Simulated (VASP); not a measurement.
Crystal: Ga3Mo.

```
Ga Mo
1.0
     4.03966    0.00000    0.00000
     0.00000    4.03966    0.00000
     0.00000    0.00000    4.03966
Ga Mo
3 1
Direct
  0.00000 0.50000 0.50000
  0.50000 0.00000 0.50000
  0.50000 0.50000 0.00000
  0.00000 0.00000 0.00000
```

| Item | Value |
| --- | --- |
| Program | VASP 6.6.1 |
| Task | relaxation of cell and atoms |
| Functional | PBE |
| Potentials or basis | VASP PAW PBE potentials, release 64 (Ga_d, Mo_sv) |
| Cutoff | 600 eV |
| k mesh | 4 × 4 × 4 |
| Occupations | gaussian, width 0.1 eV |
| Spin | no spin polarisation |

At the start: pressure -5.5 GPa; volume 16.48 Å³/atom.

Question: How do energy, volume and symmetry change on relaxing?

Answer: Over 3 steps the energy falls by 14.7 meV/atom and the volume is 15.67 Å³/atom (-4.9 %); space group Pm-3m (No. 221, to 0.05 Å).

Step by step:
| step | energy change (eV) | largest force (eV/Å) | pressure (GPa) | volume (Å³) |
| --- | --- | --- | --- | --- |
| 1 | 0.0000 | 0.0000 | -5.52 | 65.92 |
| 2 | -0.0325 | 0.0000 | 4.33 | 60.65 |
| 3 | -0.0589 | 0.0000 | -0.02 | 62.67 |

Final structure:
```
CELL_PARAMETERS angstrom
3.97219 0.00000 0.00000
0.00000 3.97219 0.00000
0.00000 0.00000 3.97219
ATOMIC_POSITIONS crystal
Ga 0.00000 0.50000 0.50000
Ga 0.50000 0.00000 0.50000
Ga 0.50000 0.50000 0.00000
Mo 0.00000 0.00000 0.00000
```

Caveat: the k points lie up to 0.40 Å⁻¹ apart in the final cell.
